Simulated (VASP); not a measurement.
A run of VASP 6.6.1:

The input INCAR:

```
PREC = Accurate ; ENCUT = 520
EDIFF = 1E-7 ; ISMEAR = 0
SIGMA = 0.1 ; LREAL = F
LASPH = T ; NELM = 80
ALGO = Normal ; ISIF = 2
LWAVE = F ; LCHARG = F
GGA = PE ; NBANDS = 32
```

File KPOINTS:

```
Automatic mesh
0
Gamma
  6 6 6
```

The input POSCAR:

```
Bi2Te3
1.0
   -2.1777082660      2.1777082660      8.6993867492
    2.1777082660     -2.1777082660      8.6993867492
    2.1777082660      2.1777082660     -8.6993867492
Bi Te
2 3
Direct
    0.1276737352      0.1276737352      0.0000000000
    0.8723262648      0.8723262648      0.0000000000
    0.3189974000      0.3189974000      0.0000000000
    0.6810026000      0.6810026000      0.0000000000
    0.5000000000      0.5000000000      0.0000000000
```

Potentials or basis: VASP PAW PBE potentials, release 64 (Bi_d, Te).

The run is started by

```sh
$ cat potpaw_PBE.64/Bi_d/POTCAR potpaw_PBE.64/Te/POTCAR > POTCAR
$ mpirun -np 1 vasp_std > vasp.out
```

Hardware: 1 thread of Intel(R) Xeon(R) Platinum 8559C (Emerald Rapids), with other jobs on the host.

**Question.** Estimate the wall time of this run.

**Answer.** It took 5.5 min on 1 thread of Intel(R) Xeon(R) Platinum 8559C (Emerald Rapids), on a shared host, peak memory 0.71 GiB. Counts: scf iterations 16, k points 30.
